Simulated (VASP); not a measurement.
# SnO2 (R3m) in VASP: notebook

The runs below take SnO2 through single point, with PBEsol.

Program: VASP 6.6.1. These are calculated values, not measurements. Logs are shortened: lines on timing, memory, paths and dates and some standing lists are left out, and cuts for length are marked.

### Step 1. The cell of the first run

The typed cell holds 12 atoms: a = 5.551 Å, b = 5.551 Å, c = 5.551 Å, α = 75.85°, β = 75.85°, γ = 75.85°.

### Step 2. Single point, PBEsol (volume 13.138 Å^3 an atom, c/a of the conventional cell 1.7193)

File INCAR:

```
ALGO = Normal
EDIFF = 1E-6
ENCUT = 520
GGA = PS
ISIF = 2
ISMEAR = 0
LASPH = T
LCHARG = F
LREAL = F
LWAVE = F
NBANDS = 64
NELM = 100
PREC = Accurate
SIGMA = 0.05
```

File KPOINTS:

```
k-points
0
Gamma
  6 6 6
```

File POSCAR:

```
SnO2
1.0
    3.4115606314      1.9696654489      3.9103307957
   -3.4115606314      1.9696654489      3.9103307957
    0.0000000000     -3.9393308977      3.9103307957
Sn O
4 8
Direct
    0.8646807174      0.8646807174      0.8646807174
    0.3648245829      0.3648245829      0.8648190111
    0.3648245829      0.8648190111      0.3648245829
    0.8648190111      0.3648245829      0.3648245829
    0.1235003534      0.6233501671      0.6233501671
    0.6233501671      0.1235003534      0.6233501671
    0.6233501671      0.6233501671      0.1235003534
    0.6062113146      0.6062113146      0.6062113146
    0.1234715296      0.1234715296      0.1234715296
    0.1060883083      0.1060883083      0.6062369573
    0.1060883083      0.6062369573      0.1060883083
    0.6062369573      0.1060883083      0.1060883083
```

Potentials or basis: VASP PAW PBE potentials, release 64 (Sn_d, O).

On the command line:

```bash
$ cat potpaw_PBE.64/Sn_d/POTCAR potpaw_PBE.64/O/POTCAR > POTCAR
$ mpirun -np 1 vasp_std > vasp.out
```

OUTCAR:

```text
EDIFF = 1E-6
   ENCUT = 520
   GGA = PS
   ISIF = 2
   ISMEAR = 0
   LASPH = T
   LREAL = F
   NELM = 100
   PREC = Accurate

 ion  position               nearest neighbor table
   1  0.865  0.865  0.865-  10 2.16  11 2.16  12 2.16   7 2.16   5 2.16   6 2.16   3 3.41   4 3.41
                             3 3.41   4 3.41   2 3.41   2 3.41
   2  0.365  0.365  0.865-   9 2.16   6 2.16   5 2.16  11 2.16  12 2.16   8 2.16   3 3.41   4 3.41
                             1 3.41   1 3.41   4 3.41   3 3.41
   3  0.365  0.865  0.365-   9 2.16   5 2.16   7 2.16  12 2.16  10 2.16   8 2.16   2 3.41   4 3.41
                             1 3.41   1 3.41   2 3.41   4 3.41
   4  0.865  0.365  0.365-   9 2.16   6 2.16   7 2.16  11 2.16  10 2.16   8 2.16   2 3.41   3 3.41
                             1 3.41   1 3.41   2 3.41   3 3.41
   5  0.124  0.623  0.623-   3 2.16   2 2.16   1 2.16
   6  0.623  0.124  0.623-   4 2.16   2 2.16   1 2.16
   7  0.623  0.623  0.124-   3 2.16   4 2.16   1 2.16
   8  0.606  0.606  0.606-   2 2.16   3 2.16   4 2.16
   9  0.123  0.123  0.123-   2 2.16   3 2.16   4 2.16
  10  0.106  0.106  0.606-   1 2.16   3 2.16   4 2.16
  11  0.106  0.606  0.106-   1 2.16   4 2.16   2 2.16
  12  0.606  0.106  0.106-   1 2.16   3 2.16   2 2.16

  LATTYP: Found a trigonal (rhomboedric) cell.
 ALAT       =     5.5505868928
 COS(alpha) =     0.2444584160

  Lattice vectors:

 A1 = (   3.4115606314,   1.9696654489,   3.9103307957)
 A2 = (  -3.4115606314,   1.9696654489,   3.9103307957)
 A3 = (   0.0000000000,  -3.9393308977,   3.9103307957)

Analysis of symmetry for initial positions (statically):
=====================================================================
 Subroutine PRICEL returns:
 Original cell was already a primitive cell.

 Routine SETGRP: Setting up the symmetry group for a
 trigonal (rhombohedral) supercell.

 Subroutine GETGRP returns: Found  6 space group operations
 (whereof  6 operations were pure point group operations)
 out of a pool of 12 trial point group operations.

The static configuration has the point symmetry C_3v.

Analysis of symmetry for dynamics (positions and initial velocities):
=====================================================================
 Subroutine PRICEL returns:
 Original cell was already a primitive cell.

 Routine SETGRP: Setting up the symmetry group for a
 trigonal (rhombohedral) supercell.

 Subroutine GETGRP returns: Found  6 space group operations
 (whereof  6 operations were pure point group operations)
 out of a pool of 12 trial point group operations.

The dynamic configuration has the point symmetry C_3v.

 Subroutine INISYM returns: Found  6 space group operations
 (whereof  6 operations are pure point group operations),
 and found     1 'primitive' translations

----------------------------------------------------------------------------------------

                                     Primitive cell

  volume of cell :     157.6559

  direct lattice vectors                    reciprocal lattice vectors
     3.411560631  1.969665449  3.910330796     0.146560491  0.084616739  0.085244280
    -3.411560631  1.969665449  3.910330796    -0.146560491  0.084616739  0.085244280
     0.000000000 -3.939330898  3.910330796     0.000000000 -0.169233477  0.085244280

  length of vectors
     5.550586893  5.550586893  5.550586893     0.189490256  0.189490256  0.189490256

  position of ions in fractional coordinates (direct lattice)
     0.864680717  0.864680717  0.864680717
     0.364824583  0.364824583  0.864819011
     0.364824583  0.864819011  0.364824583
     0.864819011  0.364824583  0.364824583
     0.123500353  0.623350167  0.623350167
     0.623350167  0.123500353  0.623350167
     0.623350167  0.623350167  0.123500353
     0.606211315  0.606211315  0.606211315
     0.123471530  0.123471530  0.123471530
     0.106088308  0.106088308  0.606236957
     0.106088308  0.606236957  0.106088308
     0.606236957  0.106088308  0.106088308

  ion indices of the primitive-cell ions
   primitive index   ion index
                 1           1
                 2           2
                 3           3
                 4           4
                 5           5
                 6           6
                 7           7
                 8           8
                 9           9
                10          10
                11          11
                12          12

----------------------------------------------------------------------------------------

 KPOINTS: k-points

Automatic generation of k-mesh.
 Grid dimensions read from file:
 generate k-points for:    6    6    6

 Generating k-lattice:

  Cartesian coordinates                     Fractional coordinates (reciprocal lattice)
     0.024426748  0.014102790  0.014207380     0.166666667  0.000000000  0.000000000
    -0.024426748  0.014102790  0.014207380     0.000000000  0.166666667  0.000000000
     0.000000000 -0.028205580  0.014207380    -0.000000000 -0.000000000  0.166666667

  Length of vectors
     0.031581709  0.031581709  0.031581709

  Shift w.r.t. Gamma in fractional coordinates (k-lattice)
     0.000000000  0.000000000  0.000000000

 Subroutine IBZKPT returns following result:
 ===========================================

 Found     32 irreducible k-points:

 Following reciprocal coordinates:
            Coordinates               Weight
  0.000000  0.000000  0.000000      1.000000
  0.166667  0.000000 -0.000000      6.000000
  0.333333  0.000000 -0.000000      6.000000
  0.500000  0.000000  0.000000      3.000000
  0.166667  0.166667 -0.000000      6.000000
  0.333333  0.166667  0.000000     12.000000
[... 16 lines left out ...]
  0.500000  0.500000  0.166667      6.000000
 -0.333333  0.500000  0.166667     12.000000
 [... further k-points ...]
   k-points           NKPTS =     32   k-points in BZ     NKDIM =     32   number of bands    NBANDS=     64
   number of dos      NEDOS =    301   number of ions     NIONS =     12
   total plane-waves  NPLWV =  74088
   dimension x,y,z NGX =    42 NGY =   42 NGZ =   42
   dimension x,y,z NGXF=    84 NGYF=   84 NGZF=   84
   ions per type =               4   8
   NGX,Y,Z   is equivalent  to a cutoff of  12.58, 12.58, 12.58 a.u.
   NGXF,Y,Z  is equivalent  to a cutoff of  25.16, 25.16, 25.16 a.u.
 SYSTEM =  unknown system
   PREC   = accura    normal or accurate (medium, high low for compatibility)
   ISTART =      0    job   : 0-new  1-cont  2-samecut
   ICHARG =      2    charge: 1-file 2-atom 10-const
   ISPIN  =      1    spin polarized calculation?
   LNONCOLLINEAR =      F non collinear calculations
   LSORBIT =      F    spin-orbit coupling
   LASPH  =      T    aspherical Exc in radial PAW
   ENCUT  =  520.0 eV  38.22 Ry    6.18 a.u.  10.32 10.32 10.32*2*pi/ulx,y,z
   NELM   =    100;   NELMIN=  2; NELMDL= -5     # of ELM steps
   EDIFF  = 0.1E-05   stopping-criterion for ELM
   LREAL  =      F    real-space projection
   EDIFFG = 0.1E-04   stopping-criterion for IOM
   NSW    =      0    number of steps for IOM
   IBRION =     -1    ionic relax: 0-MD 1-quasi-New 2-CG
   NFREE  =      0    steps in history (QN), initial steepest desc. (CG)
   ISIF   =      2    stress and relaxation
   ISYM   =      2    0-nonsym 1-usesym 2-fastsym
   POTIM  = 0.5000    time-step for ionic-motion
   TEBEG  =    0.0;   TEEND  =   0.0 temperature during run
   PSTRESS=    0.0 pullay stress
   NELECT =     104.0000    total number of electrons
   NUPDOWN=      -1.0000    fix difference up-down
   EMIN   =  10.00;   EMAX   =-10.00  energy-range for DOS
   EFERMI =   0.00;   METHOD = LEGACY
   ISMEAR =     0;   SIGMA  =   0.05  broadening in eV -4-tet -1-fermi 0-gaus
   EFERMI_NEDOS =   21; number of points for ismear=-14 and -15
   IALGO  =     38    algorithm
   IMIX   =      4    mixing-type and parameters
     AMIX     =   0.40;   BMIX     =  1.00
     AMIX_MAG =   1.60;   BMIX_MAG =  1.00
  volume/ion in A,a.u.               =      13.14        88.66
  Fermi-wavevector in a.u.,A,eV,Ry     =   1.425113  2.693072 27.632696  2.030946
  Thomas-Fermi vector in A             =   2.545532
   LORBIT       =      0    0 simple, 1 ext, 2 COOP (PROOUT), +10 PAW based schemes
   GGA     = PS    functional components
   LHFCALC =     F    Hartree Fock is set to
   AEXX    =    0.0000 exact exchange contribution
   IVDW    =     0    specifies the selected vdW correction
   LEPSILON=     F    determine dielectric tensor
   LRPA    =     F    only Hartree local field effects (RPA)
 non-spin polarized calculation
 Gauss-broadening in eV      SIGMA  =   0.05
  energy-cutoff  :      520.00
  volume of cell :      157.66
 maximum number of plane-waves:      4269
 NGX is ok and might be reduce to    42
   NGX = 21   NGY = 21   NGZ = 21

 number of electron     103.9999968 magnetization

 Free energy of the ion-electron system (eV)
  ---------------------------------------------------
  ext. energy  EPLUGINS =         0.00000000
  ---------------------------------------------------
  free energy    TOTEN  =       -76.44314097 eV

  energy without entropy =      -76.44314097  energy(sigma->0) =      -76.44314097

 E-fermi :   5.1168     XC(G=0): -11.0182

 val. band max:        4.9127326159   @ k =   0.0000   0.0000   0.0000
 cond. band min:       5.3404876574   @ k =   0.0000   0.0000   0.0000
 fundamental gap:      0.4277550416
 Fermi energy:         5.1167702267

 k-point     1 :       0.0000    0.0000    0.0000
  band No.  band energies     occupation
      1     -15.7795      2.00000
      2     -15.7795      2.00000
      3     -15.7794      2.00000
      4     -15.4540      2.00000
      5     -15.1911      2.00000
      6     -15.1911      2.00000
[... 56 lines left out ...]
     63      14.8633      0.00000
     64      14.8633      0.00000

 k-point     2 :       0.1667    0.0000   -0.0000
  band No.  band energies     occupation
      1     -15.7500      2.00000
      2     -15.7499      2.00000
      3     -15.7457      2.00000
      4     -15.4328      2.00000
      5     -15.2311      2.00000
      6     -15.1898      2.00000
[... 56 lines left out ...]
     63      14.7413      0.00000
     64      14.7539      0.00000

 k-point     3 :       0.3333    0.0000   -0.0000
  band No.  band energies     occupation
      1     -15.6725      2.00000
      2     -15.6725      2.00000
      3     -15.6512      2.00000
      4     -15.4084      2.00000
      5     -15.3057      2.00000
      6     -15.2819      2.00000
[... 1396 lines left out ...]
     63      13.3199      0.00000
     64      14.2762      0.00000

 k-point    24 :      -0.3333    0.5000    0.1667
  band No.  band energies     occupation
      1     -15.6018      2.00000
      2     -15.5984      2.00000
      3     -15.5726      2.00000
      4     -15.4441      2.00000
      5     -15.3847      2.00000
      6     -15.3488      2.00000
[... 56 lines left out ...]
     63      13.8783      0.00000
     64      14.1554      0.00000

 [... further k-points ...]
[... 5 lines left out ...]
  --------------------------------------------------------------------------------------
  -------------------------------------------------------------------------------------
  Total      -14.4443839    -14.4443839     -1.8900063     -0.0000000     -0.0000000      0.0000000
  in kB     -146.7909546   -146.7909546    -19.2071766     -0.0000000     -0.0000000      0.0000000
  external PRESSURE =    -104.2630286 kB  Pullay stress =       0.0000000 kB

 VOLUME and BASIS-vectors are now :
 -----------------------------------------------------------------------------
  energy-cutoff  :      520.00
  volume of cell :      157.66
      direct lattice vectors                 reciprocal lattice vectors
     3.411560631  1.969665449  3.910330796     0.146560491  0.084616739  0.085244280
    -3.411560631  1.969665449  3.910330796    -0.146560491  0.084616739  0.085244280
     0.000000000 -3.939330898  3.910330796     0.000000000 -0.169233477  0.085244280

 POSITION                                       TOTAL-FORCE (eV/Angst)
 -----------------------------------------------------------------------------------
      0.00000      0.00000     10.14356         0.000000      0.000000      0.001600
      0.00000     -1.96964      6.23490         0.000000     -0.002266      0.000082
     -1.70576      0.98482      6.23490        -0.001962      0.001133      0.000082
      1.70576      0.98482      6.23490         0.001962      0.001133      0.000082
     -1.70527     -0.98454      5.35794        -0.000553     -0.000319     -0.234119
      1.70527     -0.98454      5.35794         0.000553     -0.000319     -0.234119
      0.00000      1.96907      5.35794         0.000000      0.000639     -0.234119
      0.00000      0.00000      7.11146         0.000000      0.000000      0.234885
      0.00000      0.00000      1.44844         0.000000     -0.000000     -0.231403
      0.00000     -1.97025      3.20027         0.000000      0.000512      0.232343
     -1.70629      0.98513      3.20027         0.000443     -0.000256      0.232343
      1.70629      0.98513      3.20027        -0.000443     -0.000256      0.232343
 -----------------------------------------------------------------------------------
    total drift:                                0.000000     -0.000000      0.002565

  FREE ENERGIE OF THE ION-ELECTRON SYSTEM (eV)
  ---------------------------------------------------
  free  energy   TOTEN  =       -76.4431409666 eV

  energy  without entropy=      -76.4431409666  energy(sigma->0) =      -76.44314097
```

Wall time 8.8 min (1 thread of Oxide Virtual Turin-like, shared host); peak memory 0.35 GiB.

Results:

| Item | Value |
| --- | --- |
| Free energy | -76.4431 eV |
| Pressure | -10.4 GPa |
| Largest force | 0.235 eV/Å |
| Band gap on the k mesh | 0.43 eV |

Forces in eV/Å, atoms in the order of the input:
```
Sn   0.000  0.000  0.002
Sn   0.000 -0.002  0.000
Sn  -0.002  0.001  0.000
Sn   0.002  0.001  0.000
O   -0.001  0.000 -0.234
O    0.001  0.000 -0.234
O    0.000  0.001 -0.234
O    0.000  0.000  0.235
O    0.000  0.000 -0.231
O    0.000  0.001  0.232
O    0.000  0.000  0.232
O    0.000  0.000  0.232
```

Caveat: the PAW data sets were made with another functional, which shifts forces and pressure a little; spin-orbit coupling is left out, which moves the levels of the heavy elements.

(Continued in part 2 of 2.)
